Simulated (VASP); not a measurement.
Input of a VASP 6.6.1 run:

File INCAR:

```
ALGO = Normal
EDIFF = 1E-6
ENCUT = 520
GGA = PE
ISIF = 2
ISMEAR = -1
LASPH = True
LCHARG = False
LREAL = False
LWAVE = False
NBANDS = 26
NELM = 60
PREC = Accurate
SIGMA = 0.05
```

Contents of KPOINTS:

```
k-points
0
Gamma
  10 10 10
```

Contents of POSCAR:

```
Si
1.0
   -3.3616629019      3.3616629019      3.3616629019
    3.3616629019     -3.3616629019      3.3616629019
    3.3616629019      3.3616629019     -3.3616629019
Si
8
Direct
    0.2013565185      0.2013565185      0.2013565185
    0.5000000000      0.0000000000      0.2986434815
    0.2986434815      0.5000000000      0.0000000000
    0.0000000000      0.2986434815      0.5000000000
    0.7986434815      0.7986434815      0.7986434815
    0.5000000000      0.0000000000      0.7013565185
    0.7013565185      0.5000000000      0.0000000000
    0.0000000000      0.7013565185      0.5000000000
```

Potentials or basis: VASP PAW PBE potentials, release 64 (Si).

Launch:

```console
$ cat potpaw_PBE.64/Si/POTCAR > POTCAR
$ mpirun -np 1 vasp_std > vasp.out
```

(1) What does it give for the band gap on the k mesh?

(2) Estimate the largest force.

(3) Estimate the pressure.

Answers

(1) zero (bands 16 and 17 overlap by 0.11 eV).

(2) 0.005 eV/Å.

(3) -2.3 GPa.

Caveat: semilocal functionals underestimate gaps, and a narrow one can read as zero.
